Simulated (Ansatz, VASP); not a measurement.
# One calculation of SrO, two programs

POSCAR

```
SrO
1.0
    0.0000000000      2.5540934026      2.5540934026
    2.5540934026      0.0000000000      2.5540934026
    2.5540934026      2.5540934026      0.0000000000
Sr O
1 1
Direct
    0.0000000000      0.0000000000      0.0000000000
    0.5000000000      0.5000000000      0.5000000000
```

Contents of INCAR.step1:

```
PREC = Accurate ; ENCUT = 520
ISMEAR = 0 ; SIGMA = 0.01
LREAL = F ; LASPH = T
NELM = 150 ; MAGMOM = 0 0 0 0 0 0
LSORBIT = T ; GGA_COMPAT = F
NBANDS = 28 ; GGA = PE
ALGO = Normal ; EDIFF = 1E-4
LWAVE = T ; LCHARG = F
```

Contents of INCAR.step2:

```
PREC = Accurate ; ENCUT = 520
EDIFF = 1E-6 ; ISMEAR = 0
SIGMA = 0.01 ; LREAL = F
LASPH = T ; NELM = 150
ALGO = Normal ; ISIF = 2
LWAVE = F ; LCHARG = T
MAGMOM = 0 0 0 0 0 0 ; LORBIT = 11
LSORBIT = T ; GGA_COMPAT = F
LORBMOM = T ; METAGGA = R2SCAN
LMIXTAU = T ; LVHAR = T
NBANDS = 28 ; ISTART = 1
```

File KPOINTS:

```
regular mesh
0
Gamma
  8 8 8
```

Input for Ansatz:

```yaml
crystal:
  lattice:
    - [0.0, 2.5540934026, 2.5540934026]
    - [2.5540934026, 0.0, 2.5540934026]
    - [2.5540934026, 2.5540934026, 0.0]
  atoms:
    - { symbol: Sr, position: [0.0, 0.0, 0.0] }
    - { symbol: O, position: [0.5, 0.5, 0.5] }
kpoints:
  mp_grid: { grid: [8, 8, 8] }
  band_path:
    path:
      - [0.0, 0.0, 0.0]
      - [0.5, 0.0, 0.5]
      - [0.625, 0.25, 0.625]
      - [0.375, 0.375, 0.75]
      - [0.5, 0.5, 0.5]
      - [0.5, 0.25, 0.75]
      - [0.0, 0.5, 0.5]
    npoints: 1
hamiltonian:
  xc: r2scan
scf:
  occupations: { method: fixed }
  n_extra_bands: 8
magnetization:
  noncollinear: true
  spin_orbit: true
output:
  forces: true
  stress: true
  eigenvalues: true
```

Change from the starting cell: hydrostatic strain -1.0%.

Alike in both runs: task single point; functional r2SCAN; k mesh 8 × 8 × 8; non-collinear spin, spin-orbit coupling.

```csv
,VASP,Ansatz
version,VASP 6.6.1,Ansatz 0.2.0
potentials or method,"VASP PAW PBE potentials, release 64 (Sr_sv, O)","plane waves, PAW"
plane-wave cutoff (eV),520,500
occupations,"gaussian, width 0.01 eV",fixed
valence electrons in the cell,16,16
```

```tsv
	VASP	Ansatz	Ansatz less VASP
pressure (GPa)	3.6	3.0	-0.60
net moment per atom (μB)	0.00	0.00	0.000
```

VASP's potentials were made for PBE, not for r2SCAN.
